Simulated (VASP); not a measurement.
Input of a VASP 6.6.1 run:

INCAR

```
SYSTEM = SiC
PREC = Accurate
ENCUT = 520
EDIFF = 1E-7
ISMEAR = -1
SIGMA = 0.05
LREAL = .False.
LASPH = .True.
NELM = 60
ALGO = Normal
ISIF = 2
LWAVE = .False.
LCHARG = .False.
GGA = PE
NBANDS = 11
```

KPOINTS

```
Automatic mesh
0
Gamma
  16 16 16
  0 0 0
```

Contents of POSCAR:

```
SiC
1.0
    0.0000000000      2.1740000000      2.1740000000
    2.1740000000      0.0000000000      2.1740000000
    2.1740000000      2.1740000000      0.0000000000
Si C
1 1
Direct
    0.0000000000      0.0000000000      0.0000000000
    0.7500000000      0.7500000000      0.7500000000
```

Potentials or basis: VASP PAW PBE potentials, release 64 (Si, C).

Command:

```bash
$ cat potpaw_PBE.64/Si/POTCAR potpaw_PBE.64/C/POTCAR > POTCAR
$ mpirun -np 1 vasp_std > vasp.out
```

(1) Predict the pressure.

(2) Estimate the band gap on the k mesh.

## Answers

(1) 4.8 GPa.

(2) 1.35 eV (least direct gap 4.55 eV).

Caveat: the cell stands under pressure.
